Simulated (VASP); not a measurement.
A run of VASP 6.6.1 is set up as follows.

INCAR

```
SYSTEM = TiO2
ALGO     = Normal         ! electronic algorithm
EDIFF    = 1E-6           ! SCF threshold, eV
ENCUT    = 520            ! plane-wave cutoff, eV
GGA      = PE             ! functional
ISIF     = 2              ! what is computed and relaxed
ISMEAR   = 0              ! smearing method
LASPH    = .TRUE.         ! aspherical terms in the spheres
LCHARG   = .FALSE.        ! write CHGCAR
LDAU     = .TRUE.         ! DFT+U
LDAUJ    = 0 0          
LDAUL    = 2 -1           ! shell
LDAUPRINT= 1            
LDAUTYPE = 2            
LDAUU    = 4 0            ! U, eV
LMAXMIX  = 4              ! l up to which the mixer works
LREAL    = .FALSE.        ! projectors in reciprocal space
LWAVE    = .FALSE.        ! write WAVECAR
NBANDS   = 33             ! bands
NELM     = 150            ! most SCF steps
PREC     = Accurate       ! precision mode
SIGMA    = 0.05           ! smearing width, eV
```

Contents of KPOINTS:

```
k-points
0
G
  6 6 6
  0 0 0
```

File POSCAR:

```
TiO2
1.0
    2.7556872760     -2.7557638530     -0.0205630457
    2.7556872760      2.7557638530     -0.0205630457
   -2.7183033669      0.0000000000      5.0124994207
Ti O
2 4
Direct
    0.1250069486      0.8749930514      0.2500000000
    0.8749930514      0.1250069486      0.7500000000
    0.3240875128      0.0741107881      0.6481847475
    0.6759124872      0.9258892119      0.3518152525
    0.9258892119      0.6759124872      0.8518152525
    0.0741107881      0.3240875128      0.1481847475
```

Potentials or basis: VASP PAW PBE potentials, release 64 (Ti_sv, O).

Launch:

```bash
$ cat potpaw_PBE.64/Ti_sv/POTCAR potpaw_PBE.64/O/POTCAR > POTCAR
$ mpirun -np 1 vasp_std > vasp.out
```

(1) Predict the pressure.

(2) Estimate the band gap on the k mesh.

(3) Estimate the largest force.

## Answers

(1) -4.5 GPa.

(2) 2.63 eV (least direct gap 2.82 eV).

(3) 0.723 eV/Å.

Caveat: the cell differs from its parent crystal (atoms shifted along a free coordinate); the cell stands under tension.
